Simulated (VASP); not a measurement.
# F2 in VASP: a series of runs

F2 is run at these levels: PBEsol; tasks: single point, relaxation of the atoms.

All numbers are computed with VASP 6.6.1; they aren't measurements. Logs are shortened: lines on timing, memory, paths and dates and some standing lists are left out, and cuts for length are marked.

## (1) The cell of the first run

The cell holds a molecule in a box, 2 atoms: a = 9.000 Å, b = 9.500 Å, c = 10.000 Å, α = 90.00°, β = 90.00°, γ = 90.00°.

## (2) Single point, PBEsol

INCAR

```
ALGO = Normal
EDIFF = 1E-6
ENCUT = 520
GGA = PS
ISIF = 2
ISMEAR = 0
LASPH = True
LCHARG = False
LREAL = False
LWAVE = False
NBANDS = 14
NELM = 60
PREC = Accurate
SIGMA = 0.02
```

KPOINTS

```
k-points
0
Gamma
  1 1 1
```

POSCAR

```
F
1.0
    9.0000000000      0.0000000000      0.0000000000
    0.0000000000      9.5000000000      0.0000000000
    0.0000000000      0.0000000000     10.0000000000
F
2
Direct
    0.5000000000      0.5000000000      0.4301114210
    0.5000000000      0.5000000000      0.5698885790
```

Potentials or basis: VASP PAW PBE potentials, release 64 (F).

On the command line:

```
> cat potpaw_PBE.64/F/POTCAR > POTCAR
> mpirun -np 1 vasp_gam > vasp.out
```

OUTCAR:

```text
EDIFF = 1E-6
   ENCUT = 520
   GGA = PS
   ISIF = 2
   ISMEAR = 0
   LASPH = True
   LREAL = False
   NELM = 60
   PREC = Accurate

 ion  position               nearest neighbor table
   1  0.500  0.500  0.430-   2 1.40
   2  0.500  0.500  0.570-   1 1.40

  LATTYP: Found a simple orthorhombic cell.
 ALAT       =     9.0000000000
 B/A-ratio  =     1.0555555556
 C/A-ratio  =     1.1111111111

  Lattice vectors:

 A1 = (   9.0000000000,   0.0000000000,   0.0000000000)
 A2 = (   0.0000000000,   9.5000000000,   0.0000000000)
 A3 = (   0.0000000000,   0.0000000000,  10.0000000000)

Analysis of symmetry for initial positions (statically):
=====================================================================
 Subroutine PRICEL returns:
 Original cell was already a primitive cell.

 Routine SETGRP: Setting up the symmetry group for a
 simple orthorhombic supercell.

 Subroutine GETGRP returns: Found  8 space group operations
 (whereof  8 operations were pure point group operations)
 out of a pool of  8 trial point group operations.

The static configuration has the point symmetry D_2h.

Analysis of symmetry for dynamics (positions and initial velocities):
=====================================================================
 Subroutine PRICEL returns:
 Original cell was already a primitive cell.

 Routine SETGRP: Setting up the symmetry group for a
 simple orthorhombic supercell.

 Subroutine GETGRP returns: Found  8 space group operations
 (whereof  8 operations were pure point group operations)
 out of a pool of  8 trial point group operations.

The dynamic configuration has the point symmetry D_2h.

 Subroutine INISYM returns: Found  8 space group operations
 (whereof  8 operations are pure point group operations),
 and found     1 'primitive' translations

----------------------------------------------------------------------------------------

                                     Primitive cell

  volume of cell :     855.0000

  direct lattice vectors                    reciprocal lattice vectors
     9.000000000  0.000000000  0.000000000     0.111111111  0.000000000  0.000000000
     0.000000000  9.500000000  0.000000000     0.000000000  0.105263158  0.000000000
     0.000000000  0.000000000 10.000000000     0.000000000  0.000000000  0.100000000

  length of vectors
     9.000000000  9.500000000 10.000000000     0.111111111  0.105263158  0.100000000

  position of ions in fractional coordinates (direct lattice)
     0.500000000  0.500000000  0.430111421
     0.500000000  0.500000000  0.569888579

  ion indices of the primitive-cell ions
   primitive index   ion index
                 1           1
                 2           2

----------------------------------------------------------------------------------------

 KPOINTS: k-points

Automatic generation of k-mesh.
 Grid dimensions read from file:
 generate k-points for:    1    1    1

 Generating k-lattice:

  Cartesian coordinates                     Fractional coordinates (reciprocal lattice)
     0.111111111  0.000000000  0.000000000     1.000000000  0.000000000  0.000000000
     0.000000000  0.105263158  0.000000000     0.000000000  1.000000000  0.000000000
     0.000000000  0.000000000  0.100000000     0.000000000  0.000000000  1.000000000

  Length of vectors
     0.111111111  0.105263158  0.100000000

  Shift w.r.t. Gamma in fractional coordinates (k-lattice)
     0.000000000  0.000000000  0.000000000

 Subroutine IBZKPT returns following result:
 ===========================================

 Found      1 irreducible k-points:

 Following reciprocal coordinates:
            Coordinates               Weight
  0.000000  0.000000  0.000000      1.000000
   k-points           NKPTS =      1   k-points in BZ     NKDIM =      1   number of bands    NBANDS=     14
   number of dos      NEDOS =    301   number of ions     NIONS =      2
   total plane-waves  NPLWV = 403200
   dimension x,y,z NGX =    70 NGY =   72 NGZ =   80
   dimension x,y,z NGXF=   140 NGYF=  144 NGZF=  160
   ions per type =               2
   NGX,Y,Z   is equivalent  to a cutoff of  12.93, 12.60, 13.30 a.u.
   NGXF,Y,Z  is equivalent  to a cutoff of  25.86, 25.20, 26.60 a.u.
 SYSTEM =  unknown system
   PREC   = accura    normal or accurate (medium, high low for compatibility)
   ISTART =      0    job   : 0-new  1-cont  2-samecut
   ICHARG =      2    charge: 1-file 2-atom 10-const
   ISPIN  =      1    spin polarized calculation?
   LNONCOLLINEAR =      F non collinear calculations
   LSORBIT =      F    spin-orbit coupling
   LASPH  =      T    aspherical Exc in radial PAW
   ENCUT  =  520.0 eV  38.22 Ry    6.18 a.u.  16.73 17.66 18.59*2*pi/ulx,y,z
   NELM   =     60;   NELMIN=  2; NELMDL= -5     # of ELM steps
   EDIFF  = 0.1E-05   stopping-criterion for ELM
   LREAL  =      F    real-space projection
   EDIFFG = 0.1E-04   stopping-criterion for IOM
   NSW    =      0    number of steps for IOM
   IBRION =     -1    ionic relax: 0-MD 1-quasi-New 2-CG
   NFREE  =      0    steps in history (QN), initial steepest desc. (CG)
   ISIF   =      2    stress and relaxation
   ISYM   =      2    0-nonsym 1-usesym 2-fastsym
   POTIM  = 0.5000    time-step for ionic-motion
   TEBEG  =    0.0;   TEEND  =   0.0 temperature during run
   PSTRESS=    0.0 pullay stress
   NELECT =      14.0000    total number of electrons
   NUPDOWN=      -1.0000    fix difference up-down
   EMIN   =  10.00;   EMAX   =-10.00  energy-range for DOS
   EFERMI =   0.00;   METHOD = LEGACY
   ISMEAR =     0;   SIGMA  =   0.02  broadening in eV -4-tet -1-fermi 0-gaus
   EFERMI_NEDOS =   21; number of points for ismear=-14 and -15
   IALGO  =     38    algorithm
   IMIX   =      4    mixing-type and parameters
     AMIX     =   0.40;   BMIX     =  1.00
     AMIX_MAG =   1.60;   BMIX_MAG =  1.00
  volume/ion in A,a.u.               =     427.50      2884.91
  Fermi-wavevector in a.u.,A,eV,Ry     =   0.415715  0.785587  2.351342  0.172819
  Thomas-Fermi vector in A             =   1.374838
   LORBIT       =      0    0 simple, 1 ext, 2 COOP (PROOUT), +10 PAW based schemes
   GGA     = PS    functional components
   LHFCALC =     F    Hartree Fock is set to
   AEXX    =    0.0000 exact exchange contribution
   IVDW    =     0    specifies the selected vdW correction
   LEPSILON=     F    determine dielectric tensor
   LRPA    =     F    only Hartree local field effects (RPA)
 non-spin polarized calculation
 Gauss-broadening in eV      SIGMA  =   0.02
  energy-cutoff  :      520.00
  volume of cell :      855.00
 maximum number of plane-waves:     11510
 NGX is ok and might be reduce to    70
   NGX = 33   NGY = 35   NGZ = 37

 number of electron      13.9999997 magnetization

 Free energy of the ion-electron system (eV)
  ---------------------------------------------------
  ext. energy  EPLUGINS =         0.00000000
  ---------------------------------------------------
  free energy    TOTEN  =        -3.86404956 eV

  energy without entropy =       -3.86404956  energy(sigma->0) =       -3.86404956

 E-fermi :  -9.0249     XC(G=0):  -0.6017

 val. band max:       -9.1738201755   @ k =   0.0000   0.0000   0.0000
 cond. band min:      -5.5120371478   @ k =   0.0000   0.0000   0.0000
 fundamental gap:      3.6617830277
 Fermi energy:        -9.0248875916

 k-point     1 :       0.0000    0.0000    0.0000
  band No.  band energies     occupation
      1     -34.0211      2.00000
      2     -27.2949      2.00000
      3     -15.3507      2.00000
      4     -12.7343      2.00000
      5     -12.7343      2.00000
      6      -9.1738      2.00000
      7      -9.1738      2.00000
      8      -5.5120      0.00000
      9      -0.2632      0.00000
     10       1.2301      0.00000
     11       1.2856      0.00000
     12       1.3872      0.00000
     13       1.5389      0.00000
     14       1.5565      0.00000

------------------------ aborting loop because EDIFF is reached ----------------------------------------

  FORCE on cell =-STRESS in cart. coord.  units (eV):
  Direction    XX          YY          ZZ          XY          YZ          ZX
  --------------------------------------------------------------------------------------
  -------------------------------------------------------------------------------------
  Total       -0.1222878     -0.1207614      0.5327246      0.0000000      0.0000000      0.0000000
  in kB       -0.2291541     -0.2262938      0.9982681      0.0000000      0.0000000      0.0000000
  external PRESSURE =       0.1809401 kB  Pullay stress =       0.0000000 kB

 VOLUME and BASIS-vectors are now :
 -----------------------------------------------------------------------------
  energy-cutoff  :      520.00
  volume of cell :      855.00
      direct lattice vectors                 reciprocal lattice vectors
     9.000000000  0.000000000  0.000000000     0.111111111  0.000000000  0.000000000
     0.000000000  9.500000000  0.000000000     0.000000000  0.105263158  0.000000000
     0.000000000  0.000000000 10.000000000     0.000000000  0.000000000  0.100000000

 POSITION                                       TOTAL-FORCE (eV/Angst)
 -----------------------------------------------------------------------------------
      4.50000      4.75000      4.30111         0.000000      0.000000     -0.452541
      4.50000      4.75000      5.69889         0.000000      0.000000      0.452541
 -----------------------------------------------------------------------------------
    total drift:                                0.000000      0.000000      0.000000

  FREE ENERGIE OF THE ION-ELECTRON SYSTEM (eV)
  ---------------------------------------------------
  free  energy   TOTEN  =        -3.8640495589 eV

  energy  without entropy=       -3.8640495589  energy(sigma->0) =       -3.86404956
```

Wall time 73 s (1 thread of Intel Xeon 8259CL, shared host); peak memory 0.76 GiB.

What came out:

* Free energy: -3.8640 eV
* Largest force: 0.453 eV/Å
* Gap between the frontier levels: 3.66 eV

Forces on the atoms (eV/Å):
```
F    0.000  0.000 -0.453
F    0.000  0.000  0.453
```

Levels at points of the mesh, in eV from the valence-band top:
```tsv
k point	band 3	band 4	band 5	band 6	band 7	band 8	band 9	band 10	band 11	band 12
(0.00, 0.00, 0.00)	-6.18	-3.56	-3.56	0.00	0.00	3.66	8.91	10.40	10.46	10.56
```

Caveat: the PAW data sets were made with another functional, which shifts forces and pressure a little.

## (3) Relaxation of the atoms, PBEsol

INCAR

```
PREC = Accurate
ENCUT = 520
EDIFF = 1E-6
ISMEAR = 0
SIGMA = 0.02
LREAL = F
LASPH = T
NELM = 60
ALGO = Normal
ISIF = 2
LWAVE = F
LCHARG = F
GGA = PS
IBRION = 2
NSW = 80
EDIFFG = -0.02
```

KPOINTS

```
Automatic mesh
0
Gamma
  1 1 1
```

POSCAR

```
F
1.0
    9.0000000000      0.0000000000      0.0000000000
    0.0000000000      9.5000000000      0.0000000000
    0.0000000000      0.0000000000     10.0000000000
F
2
Direct
    0.5000000000      0.5000000000      0.4290000000
    0.5000000000      0.5000000000      0.5710000000
```

Potentials or basis: VASP PAW PBE potentials, release 64 (F).

On the command line:

```
> cat potpaw_PBE.64/F/POTCAR > POTCAR
> mpirun -np 1 vasp_gam > vasp.out
```

OUTCAR:

```text
PREC = Accurate
   ENCUT = 520
   EDIFF = 1E-6
   ISMEAR = 0
   LREAL = F
   LASPH = T
   NELM = 60
   ISIF = 2
   GGA = PS
   IBRION = 2
   NSW = 80
   EDIFFG = -0.02

 ion  position               nearest neighbor table
   1  0.500  0.500  0.429-   2 1.42
   2  0.500  0.500  0.571-   1 1.42

  LATTYP: Found a simple orthorhombic cell.
 ALAT       =     9.0000000000
 B/A-ratio  =     1.0555555556
 C/A-ratio  =     1.1111111111

  Lattice vectors:

 A1 = (   9.0000000000,   0.0000000000,   0.0000000000)
 A2 = (   0.0000000000,   9.5000000000,   0.0000000000)
 A3 = (   0.0000000000,   0.0000000000,  10.0000000000)
[... 160 lines left out ...]
  -------------------------------------------------------------------------------------
  Total       -0.1208971     -0.1198565     -0.6393154     -0.0000000      0.0000000      0.0000000
  in kB       -0.2265480     -0.2245980     -1.1980078     -0.0000000      0.0000000      0.0000000
  external PRESSURE =      -0.5497179 kB  Pullay stress =       0.0000000 kB
[... 59 lines left out ...]
--------------------------------------- Ionic step        3  -------------------------------------------

 number of electron      13.9999997 magnetization

 Free energy of the ion-electron system (eV)
  ---------------------------------------------------
  ext. energy  EPLUGINS =         0.00000000
  ---------------------------------------------------
  free energy    TOTEN  =        -3.86666389 eV

  energy without entropy =       -3.86666389  energy(sigma->0) =       -3.86666389

 E-fermi :  -9.0411     XC(G=0):  -0.5982

 val. band max:       -9.2242347627   @ k =   0.0000   0.0000   0.0000
 cond. band min:      -5.7113836822   @ k =   0.0000   0.0000   0.0000
 fundamental gap:      3.5128510805
 Fermi energy:        -9.0411300430

 k-point     1 :       0.0000    0.0000    0.0000
  band No.  band energies     occupation
      1     -33.8630      2.00000
      2     -27.3749      2.00000
      3     -15.3062      2.00000
      4     -12.6730      2.00000
      5     -12.6730      2.00000
      6      -9.2243      2.00000
      7      -9.2242      2.00000
      8      -5.7114      0.00000
      9      -0.2609      0.00000
     10       1.2304      0.00000
     11       1.2830      0.00000
[... 27 lines left out ...]
  FREE ENERGIE OF THE ION-ELECTRON SYSTEM (eV)
  ---------------------------------------------------
  free  energy   TOTEN  =        -3.8666638864 eV

  energy  without entropy=       -3.8666638864  energy(sigma->0) =       -3.86666389

 reached required accuracy - stopping structural energy minimisation
```

OSZICAR:

```text
N       E                     dE             d eps       ncg     rms          rms(c)
DAV:   1     0.208638615380E+03    0.20864E+03   -0.33797E+03    22   0.737E+02
DAV:   2     0.669686347288E+02   -0.14167E+03   -0.14027E+03    38   0.108E+02
DAV:   3    -0.890470442924E+00   -0.67859E+02   -0.67800E+02    28   0.144E+02
[... 39 lines left out ...]
DAV:   8    -0.386665005697E+01   -0.84873E-05   -0.21755E-07    22   0.278E-03    0.399E-04
DAV:   9    -0.386666005684E+01   -0.99999E-05   -0.41989E-07    25   0.321E-03    0.340E-04
DAV:  10    -0.386666236452E+01   -0.23077E-05   -0.22047E-08    17   0.113E-03    0.102E-04
DAV:  11    -0.386666343410E+01   -0.10696E-05   -0.25568E-08    17   0.941E-04    0.676E-05
DAV:  12    -0.386666388642E+01   -0.45232E-06   -0.57078E-09    14   0.576E-04
   3 F= -.38666639E+01 E0= -.38666639E+01  d E =-.202783E-02
```

It took 3.2 min on 1 thread of Intel Xeon 8259CL, shared host; peak memory 0.78 GiB.

What came out:

```yaml
Free_energy: -3.8667 eV
Energy_gained_by_relaxing: 1.0 meV/atom
Ionic_steps: 3
Gap_between_the_frontier_levels: 3.51 eV
```

Step by step:
```csv
step,energy change (eV),largest force (eV/Å),pressure (GPa)
1,0.0000,0.3809,-0.05
2,0.0115,1.0617,0.07
3,-0.0020,0.0004,-0.02
```

Final structure:
```cif
data_structure
_symmetry_space_group_name_H-M 'P 1'
_symmetry_Int_Tables_number 1
_cell_length_a 9.0000
_cell_length_b 9.5000
_cell_length_c 10.0000
_cell_angle_alpha 90.000
_cell_angle_beta 90.000
_cell_angle_gamma 90.000
_cell_volume 855.00
loop_
_atom_site_label
_atom_site_type_symbol
_atom_site_fract_x
_atom_site_fract_y
_atom_site_fract_z
_atom_site_occupancy
F1 F 0.50000 0.50000 0.42953 1
F2 F 0.50000 0.50000 0.57047 1
```

Caveat: the PAW data sets were made with another functional, which shifts forces and pressure a little.
